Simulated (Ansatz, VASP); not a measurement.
**Ba3Hg: VASP beside Ansatz**

The input INCAR:

```
SYSTEM = Ba3Hg
PREC = Accurate ; ENCUT = 600
EDIFF = 1E-6 ; ISMEAR = 0
SIGMA = 0.1 ; LREAL = .False.
LASPH = .True. ; NELM = 60
ALGO = Fast ; ISIF = 3
LWAVE = .False. ; LCHARG = .False.
GGA = PE ; IBRION = 2
NSW = 90 ; EDIFFG = -0.04
```

The input KPOINTS:

```
Automatic mesh
0
Gamma
  6 6 6
  0 0 0
```

File POSCAR:

```
Ba3Hg
1.0
   -2.4941777769      2.4941777769      5.5714100989
    2.4941777769     -2.4941777769      5.5714100989
    2.4941777769      2.4941777769     -5.5714100989
Ba Hg
3 1
Direct
    0.5000000000      0.5000000000      0.0000000000
    0.2500000000      0.7500000000      0.5000000000
    0.7500000000      0.2500000000      0.5000000000
    0.0000000000      0.0000000000      0.0000000000
```

Input for Ansatz:

```yaml
crystal:
  lattice:
    - [-2.4941777769, 2.4941777769, 5.5714100989]
    - [2.4941777769, -2.4941777769, 5.5714100989]
    - [2.4941777769, 2.4941777769, -5.5714100989]
  atoms:
    - { symbol: Ba, position: [0.5, 0.5, 0.0] }
    - { symbol: Ba, position: [0.25, 0.75, 0.5] }
    - { symbol: Ba, position: [0.75, 0.25, 0.5] }
    - { symbol: Hg, position: [0.0, 0.0, 0.0] }
basis:
  ecutwfc: 420
kpoints:
  mp_grid: { grid: [6, 6, 6] }
hamiltonian:
  xc: pbe
scf:
  occupations: { method: gaussian, width: 0.1 }
  lower_state_search: "off"
output:
  forces: true
  stress: true
  eigenvalues: true
relax:
  adjacent_minimum: "off"
  f_tol: 0.04
  max_steps: 70
  cell: { stress_tol: 0.4 }
```

Alike in both runs: task relaxation of cell and atoms; functional PBE; k mesh 6 × 6 × 6; occupations gaussian, width 0.1 eV; no spin polarisation.

|  | VASP | Ansatz |
| --- | --- | --- |
| version | VASP 6.6.1 | Ansatz 0.2.0 |
| potentials or method | VASP PAW PBE potentials, release 64 (Ba_sv, Hg), cutoff 600 eV | scalar-relativistic, plane waves, PAW |
| valence electrons in the cell | 42 | 50 |

Ansatz gave:

| Property | Result |
| --- | --- |
| gap on the k mesh at the Fermi level, each at its own relaxed structure (eV) | none |
| relaxed volume (Å³/atom) | 45.65 |
| relaxed cell length with the largest relative difference (Å) | 7.215 |

What did VASP give for the same quantities?

gap on the k mesh at the Fermi level, each at its own relaxed structure (eV): none; relaxed volume (Å³/atom): 47.32; relaxed cell length with the largest relative difference (Å): 7.328.

A gap of «none» marks a metal or a gap that the smearing closes. VASP's potentials hold 42 valence electrons a cell and Ansatz's 50, so a difference there can come from the potentials and not from the codes.

Neither program's run includes spin-orbit coupling. Noted on VASP's run: the volume moved by over 15 % at a fixed basis, so the end points are rough.
